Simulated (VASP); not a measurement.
Input of a VASP 6.6.1 run:

INCAR

```
SYSTEM = HgTe
PREC = Accurate
ENCUT = 500
EDIFF = 1E-6
ISMEAR = 0
SIGMA = 0.1
LREAL = .False.
LASPH = .True.
NELM = 120
ALGO = Normal
ISIF = 2
LWAVE = .False.
LCHARG = .True.
GGA = PE
LELF = .True.
LVHAR = .True.
NBANDS = 16
GGA_COMPAT = .False.
```

Contents of KPOINTS:

```
regular mesh
0
Gamma
  6 6 6
  0 0 0
```

The input POSCAR:

```
HgTe
1.0
    0.0000000000      2.9215000000      2.9215000000
    2.9215000000      0.0000000000      2.9215000000
    2.9215000000      2.9215000000      0.0000000000
Hg Te
1 1
Direct
    0.0000000000      0.0000000000      0.0000000000
    0.5000000000      0.5000000000      0.5000000000
```

Potentials or basis: VASP PAW PBE potentials, release 64 (Hg, Te).

Run with:

```console
$ cat potpaw_PBE.64/Hg/POTCAR potpaw_PBE.64/Te/POTCAR > POTCAR
$ mpirun -np 1 vasp_std > vasp.out
```

Question: Estimate the pressure.

Answer: 10.7 GPa.

Question: What does it give for the band gap on the k mesh?

Answer: Zero (bands 9 and 10 overlap by 3.24 eV).

Caveat: the cell stands under pressure; spin-orbit coupling is left out, which moves the levels of the heavy elements.
